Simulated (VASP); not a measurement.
Wanted: the native input for a VASP 6.6.1 run.

* Task: single point
* Functional: r2SCAN
* Potentials or basis: VASP PAW PBE potentials, release 64 (Si, O)
* Cutoff: 520 eV
* k mesh: 6 × 6 × 6
* Occupations: fermi-dirac, width 0.05 eV
* Spin: no spin polarisation
* Dipole correction: no
* Further INCAR settings: ALGO = Normal; EDIFF = 1e-07; NBANDS = 44

SiO2:

```xyz
12
Lattice="-4.4696 4.4696 2.6158 4.4696 -4.4696 2.6158 4.4696 4.4696 -2.6158" Properties=species:S:1:pos:R:3 pbc="T T T"
Si    2.8876    2.8876    2.6158
Si    2.8876   -2.8876    2.6158
Si   -2.8876    2.8876    2.6158
Si    1.5819    1.5819    0.0000
O     7.0730    0.0000    0.0000
O     0.0000    1.8661    0.0000
O     0.0000    7.0730    0.0000
O     1.8661    0.0000    0.0000
O     2.2348    2.2348   -1.3079
O    -2.2348    2.2348    1.3079
O     2.2348   -2.2348    1.3079
O     2.2348    2.2348    1.3079
```

These files were run (other wordings do the same):

POSCAR

```
SiO2
1.0
   -4.4695578725      4.4695578725      2.6157517104
    4.4695578725     -4.4695578725      2.6157517104
    4.4695578725      4.4695578725     -2.6157517104
Si O
4 8
Direct
    0.8230352567      0.8230352567      0.6460705134
    0.1769647433      0.8230352567      0.0000000000
    0.8230352567      0.1769647433      0.0000000000
    0.1769647433      0.1769647433      0.3539294866
    0.0000000000      0.7912401524      0.7912401524
    0.2087598476      0.0000000000      0.2087598476
    0.7912401524      0.0000000000      0.7912401524
    0.0000000000      0.2087598476      0.2087598476
    0.0000000000      0.0000000000      0.5000000000
    0.5000000000      0.0000000000      0.0000000000
    0.0000000000      0.5000000000      0.0000000000
    0.5000000000      0.5000000000      0.5000000000
```

INCAR.step1

```
SYSTEM = SiO2
PREC = Accurate ; ENCUT = 520
ISMEAR = -1 ; SIGMA = 0.05
LREAL = .False. ; LASPH = .True.
NELM = 60 ; NBANDS = 44
GGA = PE ; ALGO = Normal
EDIFF = 1E-4 ; LWAVE = .True.
LCHARG = .False.
```

INCAR.step2

```
SYSTEM = SiO2
PREC = Accurate ; ENCUT = 520
EDIFF = 1E-7 ; ISMEAR = -1
SIGMA = 0.05 ; LREAL = .False.
LASPH = .True. ; NELM = 60
ALGO = Normal ; ISIF = 2
LWAVE = .False. ; LCHARG = .False.
METAGGA = R2SCAN ; LMIXTAU = .True.
NBANDS = 44 ; ISTART = 1
```

KPOINTS

```
Automatic mesh
0
Gamma
  6 6 6
  0 0 0
```

Potentials or basis: VASP PAW PBE potentials, release 64 (Si, O).

Run with:

```sh
$ cat potpaw_PBE.64/Si/POTCAR potpaw_PBE.64/O/POTCAR > POTCAR
$ cp INCAR.step1 INCAR
$ mpirun -np 1 vasp_std > vasp.out
$ cp INCAR.step2 INCAR
$ mpirun -np 1 vasp_std > vasp.out
```

Results of the run:

- Pressure: 0.1 GPa
- Largest force: 0.029 eV/Å
- Band gap on the k mesh: 6.07 eV

Caveat: the PAW data sets were made with another functional, which shifts forces and pressure a little.

It took 23 min on 1 thread of Oxide Virtual Turin-like Processor (shared host), peak memory 0.49 GiB.
